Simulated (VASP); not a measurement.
# Zn (Im-3m) in VASP: a series of runs

Zn is run at these levels: LDA, PBEsol; tasks: single point.

Program: VASP 6.6.1. These are calculated values, not measurements. Logs are shortened: lines on timing, memory, paths and dates and some standing lists are left out, and cuts for length are marked.

## (1) The cell of the first run

Symmetry: Im-3m, No. 229, cubic system. The conventional cell has a = 3.096 Å, b = 3.096 Å, c = 3.096 Å, α = 90.00°, β = 90.00°, γ = 90.00°. Zn (site symmetry m-3m) has 14 Zn at 2.68 to 3.10 Å within 3.5 Å.

## (2) Single point, LDA (volume scaled by 0.96)

File INCAR:

```
SYSTEM = Zn
PREC     = Accurate       ! precision mode
ENCUT    = 520            ! plane-wave cutoff, eV
EDIFF    = 1E-6           ! SCF threshold, eV
ISMEAR   = -1             ! smearing method
SIGMA    = 0.05           ! smearing width, eV
LREAL    = .False.        ! projectors in reciprocal space
LASPH    = .True.         ! aspherical terms in the spheres
NELM     = 100            ! most SCF steps
ALGO     = Normal         ! electronic algorithm
ISIF     = 2              ! what is computed and relaxed
LWAVE    = .False.        ! write WAVECAR
LCHARG   = .False.        ! write CHGCAR
GGA      = CA             ! functional
NBANDS   = 12             ! bands
```

File KPOINTS:

```
Automatic mesh
0
Gamma
  12 12 12
  0 0 0
```

File POSCAR:

```
Zn
1.0
   -1.5478311978      1.5478311978      1.5478311978
    1.5478311978     -1.5478311978      1.5478311978
    1.5478311978      1.5478311978     -1.5478311978
Zn
1
Direct
    0.0000000000      0.0000000000      0.0000000000
```

Potentials or basis: VASP PAW LDA potentials, release 64 (Zn).

The run is started by

```
$ cat potpaw_LDA.64/Zn/POTCAR > POTCAR
$ mpirun -np 1 vasp_std > vasp.out
```

OUTCAR:

```text
SYSTEM = Zn
   PREC = Accurate
   ENCUT = 520
   EDIFF = 1E-6
   ISMEAR = -1
   LREAL = .False.
   LASPH = .True.
   NELM = 100
   ISIF = 2
   GGA = CA

 ion  position               nearest neighbor table
   1  0.000  0.000  0.000-

  LATTYP: Found a body centered cubic cell.
 ALAT       =     3.0956623956

  Lattice vectors:

 A1 = (  -1.5478311978,   1.5478311978,   1.5478311978)
 A2 = (   1.5478311978,  -1.5478311978,   1.5478311978)
 A3 = (   1.5478311978,   1.5478311978,  -1.5478311978)

Analysis of symmetry for initial positions (statically):
=====================================================================
 Subroutine PRICEL returns:
 Original cell was already a primitive cell.

 Routine SETGRP: Setting up the symmetry group for a
 body centered cubic supercell.

 Subroutine GETGRP returns: Found 48 space group operations
 (whereof 48 operations were pure point group operations)
 out of a pool of 48 trial point group operations.

The static configuration has the point symmetry O_h .

Analysis of symmetry for dynamics (positions and initial velocities):
=====================================================================
 Subroutine PRICEL returns:
 Original cell was already a primitive cell.

 Routine SETGRP: Setting up the symmetry group for a
 body centered cubic supercell.

 Subroutine GETGRP returns: Found 48 space group operations
 (whereof 48 operations were pure point group operations)
 out of a pool of 48 trial point group operations.

The dynamic configuration has the point symmetry O_h .

 Subroutine INISYM returns: Found 48 space group operations
 (whereof 48 operations are pure point group operations),
 and found     1 'primitive' translations

----------------------------------------------------------------------------------------

                                     Primitive cell

  volume of cell :      14.8331

  direct lattice vectors                    reciprocal lattice vectors
    -1.547831198  1.547831198  1.547831198     0.000000000  0.323032641  0.323032641
     1.547831198 -1.547831198  1.547831198     0.323032641  0.000000000  0.323032641
     1.547831198  1.547831198 -1.547831198     0.323032641  0.323032641  0.000000000

  length of vectors
     2.680922276  2.680922276  2.680922276     0.456837142  0.456837142  0.456837142

  position of ions in fractional coordinates (direct lattice)
     0.000000000  0.000000000  0.000000000

  ion indices of the primitive-cell ions
   primitive index   ion index
                 1           1

----------------------------------------------------------------------------------------

 KPOINTS: Automatic mesh

Automatic generation of k-mesh.
 Grid dimensions read from file:
 generate k-points for:   12   12   12

 Generating k-lattice:

  Cartesian coordinates                     Fractional coordinates (reciprocal lattice)
     0.000000000  0.026919387  0.026919387     0.083333333  0.000000000  0.000000000
     0.026919387  0.000000000  0.026919387     0.000000000  0.083333333  0.000000000
     0.026919387  0.026919387  0.000000000     0.000000000  0.000000000  0.083333333

  Length of vectors
     0.038069762  0.038069762  0.038069762

  Shift w.r.t. Gamma in fractional coordinates (k-lattice)
     0.000000000  0.000000000  0.000000000

 Subroutine IBZKPT returns following result:
 ===========================================

 Found     72 irreducible k-points:

 Following reciprocal coordinates:
            Coordinates               Weight
  0.000000  0.000000  0.000000      1.000000
  0.083333  0.000000  0.000000     12.000000
  0.166667  0.000000  0.000000     12.000000
  0.250000  0.000000  0.000000     12.000000
  0.333333  0.000000  0.000000     12.000000
  0.416667  0.000000  0.000000     12.000000
[... 16 lines left out ...]
  0.333333  0.083333  0.083333     24.000000
  0.416667  0.083333  0.083333     12.000000
 [... further k-points ...]
   k-points           NKPTS =     72   k-points in BZ     NKDIM =     72   number of bands    NBANDS=     12
   number of dos      NEDOS =    301   number of ions     NIONS =      1
   total plane-waves  NPLWV =   8000
   dimension x,y,z NGX =    20 NGY =   20 NGZ =   20
   dimension x,y,z NGXF=    40 NGYF=   40 NGZF=   40
   ions per type =               1
   NGX,Y,Z   is equivalent  to a cutoff of  12.40, 12.40, 12.40 a.u.
   NGXF,Y,Z  is equivalent  to a cutoff of  24.80, 24.80, 24.80 a.u.
 SYSTEM =  Zn
   PREC   = accura    normal or accurate (medium, high low for compatibility)
   ISTART =      0    job   : 0-new  1-cont  2-samecut
   ICHARG =      2    charge: 1-file 2-atom 10-const
   ISPIN  =      1    spin polarized calculation?
   LNONCOLLINEAR =      F non collinear calculations
   LSORBIT =      F    spin-orbit coupling
   LASPH  =      T    aspherical Exc in radial PAW
   ENCUT  =  520.0 eV  38.22 Ry    6.18 a.u.   4.98  4.98  4.98*2*pi/ulx,y,z
   NELM   =    100;   NELMIN=  2; NELMDL= -5     # of ELM steps
   EDIFF  = 0.1E-05   stopping-criterion for ELM
   LREAL  =      F    real-space projection
   EDIFFG = 0.1E-04   stopping-criterion for IOM
   NSW    =      0    number of steps for IOM
   IBRION =     -1    ionic relax: 0-MD 1-quasi-New 2-CG
   NFREE  =      0    steps in history (QN), initial steepest desc. (CG)
   ISIF   =      2    stress and relaxation
   ISYM   =      2    0-nonsym 1-usesym 2-fastsym
   POTIM  = 0.5000    time-step for ionic-motion
   TEBEG  =    0.0;   TEEND  =   0.0 temperature during run
   PSTRESS=    0.0 pullay stress
   NELECT =      12.0000    total number of electrons
   NUPDOWN=      -1.0000    fix difference up-down
   EMIN   =  10.00;   EMAX   =-10.00  energy-range for DOS
   EFERMI =   0.00;   METHOD = LEGACY
   ISMEAR =    -1;   SIGMA  =   0.05  broadening in eV -4-tet -1-fermi 0-gaus
   EFERMI_NEDOS =   21; number of points for ismear=-14 and -15
   IALGO  =     38    algorithm
   IMIX   =      4    mixing-type and parameters
     AMIX     =   0.40;   BMIX     =  1.00
     AMIX_MAG =   1.60;   BMIX_MAG =  1.00
  volume/ion in A,a.u.               =      14.83       100.10
  Fermi-wavevector in a.u.,A,eV,Ry     =   1.525428  2.882641 31.659804  2.326930
  Thomas-Fermi vector in A             =   2.633599
   LORBIT       =      0    0 simple, 1 ext, 2 COOP (PROOUT), +10 PAW based schemes
   GGA     = CA    functional components
   LHFCALC =     F    Hartree Fock is set to
   AEXX    =    0.0000 exact exchange contribution
   IVDW    =     0    specifies the selected vdW correction
   LEPSILON=     F    determine dielectric tensor
   LRPA    =     F    only Hartree local field effects (RPA)
 non-spin polarized calculation
  energy-cutoff  :      520.00
  volume of cell :       14.83
 maximum number of plane-waves:       420
   NGX =  9   NGY =  9   NGZ =  9

 number of electron      12.0000014 magnetization

 Free energy of the ion-electron system (eV)
  ---------------------------------------------------
  ext. energy  EPLUGINS =         0.00000000
  ---------------------------------------------------
  free energy    TOTEN  =        -1.75013816 eV

  energy without entropy =       -1.74631768  energy(sigma->0) =       -1.74822792

 E-fermi :   3.1253     XC(G=0): -12.0340

 val. band max:        3.1032609928   @ k =   0.4167   0.0833   0.0000
 cond. band min:       3.1598446133   @ k =   0.3333   0.2500   0.0833
 fundamental gap:      0.0565836205
 Fermi energy:         3.1252536599

 k-point     1 :       0.0000    0.0000    0.0000
  band No.  band energies     occupation
      1      -7.5183      2.00000
      2      -4.7993      2.00000
      3      -4.7993      2.00000
      4      -4.7993      2.00000
      5      -4.2575      2.00000
      6      -4.2575      2.00000
      7      22.5564      0.00000
      8      22.5564      0.00000
      9      22.5564      0.00000
     10      24.3531      0.00000
     11      24.3531      0.00000
     12      24.3531      0.00000

 k-point     2 :       0.0833    0.0000    0.0000
  band No.  band energies     occupation
      1      -7.2938      2.00000
      2      -4.8212      2.00000
      3      -4.7940      2.00000
      4      -4.7443      2.00000
      5      -4.2778      2.00000
      6      -4.2562      2.00000
      7      19.7523      0.00000
      8      21.1136      0.00000
      9      21.6130      0.00000
     10      22.9977      0.00000
     11      23.0072      0.00000
     12      24.1082      0.00000

 k-point     3 :       0.1667    0.0000    0.0000
  band No.  band energies     occupation
      1      -6.6495      2.00000
      2      -4.8808      2.00000
      3      -4.7642      2.00000
      4      -4.5907      2.00000
      5      -4.3167      2.00000
      6      -4.2518      2.00000
      7      15.4621      0.00000
      8      19.0248      0.00000
      9      19.8301      0.00000
     10      21.4705      0.00000
     11      22.0614      0.00000
     12      24.7286      0.00000
[... 286 lines left out ...]
 k-point    23 :       0.3333    0.0833    0.0833
  band No.  band energies     occupation
      1      -5.3232      2.00000
      2      -5.0992      2.00000
      3      -4.2791      2.00000
      4      -4.2412      2.00000
      5      -4.2249      2.00000
      6      -0.7921      2.00000
      7       4.7776      0.00000
      8      12.1022      0.00000
      9      12.8114      0.00000
     10      23.2718      0.00000
     11      24.0797      0.00000
     12      30.2569      0.00000

 k-point    24 :       0.4167    0.0833    0.0833
  band No.  band energies     occupation
      1      -5.3501      2.00000
      2      -5.1177      2.00000
      3      -4.2694      2.00000
      4      -4.2208      2.00000
      5      -4.1561      2.00000
      6       1.0804      2.00000
      7       2.4553      2.00000
      8      11.8446      0.00000
      9      12.5939      0.00000
     10      23.0804      0.00000
     11      23.9536      0.00000
     12      31.9426      0.00000

 [... further k-points ...]
[... 5 lines left out ...]
  --------------------------------------------------------------------------------------
  -------------------------------------------------------------------------------------
  Total       -0.5289946     -0.5289946     -0.5289946      0.0000000      0.0000000     -0.0000000
  in kB      -57.1387951    -57.1387951    -57.1387951      0.0000000      0.0000000     -0.0000000
  external PRESSURE =     -57.1387951 kB  Pullay stress =       0.0000000 kB

 VOLUME and BASIS-vectors are now :
 -----------------------------------------------------------------------------
  energy-cutoff  :      520.00
  volume of cell :       14.83
      direct lattice vectors                 reciprocal lattice vectors
    -1.547831198  1.547831198  1.547831198     0.000000000  0.323032641  0.323032641
     1.547831198 -1.547831198  1.547831198     0.323032641  0.000000000  0.323032641
     1.547831198  1.547831198 -1.547831198     0.323032641  0.323032641  0.000000000

 POSITION                                       TOTAL-FORCE (eV/Angst)
 -----------------------------------------------------------------------------------
      0.00000      0.00000      0.00000         0.000000     -0.000000     -0.000000
 -----------------------------------------------------------------------------------
    total drift:                                0.000000      0.000000      0.000000

  FREE ENERGIE OF THE ION-ELECTRON SYSTEM (eV)
  ---------------------------------------------------
  free  energy   TOTEN  =        -1.7501381624 eV

  energy  without entropy=       -1.7463176811  energy(sigma->0) =       -1.74822792
```

It took 8.2 s on 1 thread of Intel Xeon 8259CL, shared host; peak memory 0.12 GiB.

Results:

- Free energy: -1.7501 eV
- Pressure: -5.7 GPa
- Band gap on the k mesh: zero (band 6 reaches 7.35 eV, above the bottom of band 7 at 2.17 eV)

Levels at points of the mesh, in eV from the Fermi level:
| k point | band 3 | band 4 | band 5 | band 6 | band 7 | band 8 | band 9 | band 10 |
| --- | --- | --- | --- | --- | --- | --- | --- | --- |
| (0.00, 0.00, 0.00) | -7.92 | -7.92 | -7.38 | -7.38 | 19.43 | 19.43 | 19.43 | 21.23 |
| (0.50, 0.00, 0.00) | -7.41 | -7.35 | -7.03 | -2.76 | -0.95 | 11.50 | 12.96 | 15.71 |
| (0.50, 0.50, 0.50) | -7.11 | -7.11 | -7.11 | 4.23 | 4.23 | 4.23 | 7.78 | 8.85 |

[end of part 1 of 2]
